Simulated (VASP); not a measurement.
Here is a VASP 6.6.1 calculation.

Contents of INCAR:

```
SYSTEM = C
PREC = Accurate
ENCUT = 520
EDIFF = 1E-7
ISMEAR = -1
SIGMA = 0.02
LREAL = .False.
LASPH = .True.
NELM = 80
ALGO = Normal
ISIF = 2
LWAVE = .False.
LCHARG = .True.
LELF = .True.
LVHAR = .True.
NBANDS = 16
```

File KPOINTS:

```
regular mesh
0
Gamma
  12 12 12
  0 0 0
```

Contents of POSCAR:

```
C
1.0
    1.2331881000      0.7119814815      8.2826151033
   -1.2331881000      0.7119814815      8.2826151033
    0.0000000000     -1.4239629630      8.2826151033
C
4
Direct
    0.0871730800      0.0871730801      0.0871730800
    0.9128269200      0.9128269199      0.9128269200
    0.7538500600      0.7538500600      0.7538500600
    0.2461499400      0.2461499400      0.2461499400
```

Potentials or basis: VASP PAW LDA potentials, release 64 (C).

Launch:

```bash
$ cat potpaw_LDA.64/C/POTCAR > POTCAR
$ mpirun -np 1 vasp_std > vasp.out
```

**Question.** Predict the pressure.

**Answer.** -5.5 GPa.

**Question.** Estimate the largest force.

**Answer.** 0.010 eV/Å.

**Question.** Predict the band gap on the k mesh.

**Answer.** 0.19 eV, direct.

Forces in eV/Å, atoms in the order of the input:
```
C    0.000  0.000  0.010
C    0.000  0.000 -0.010
C    0.000  0.000  0.003
C    0.000  0.000 -0.003
```

A k mesh can miss the band edges.
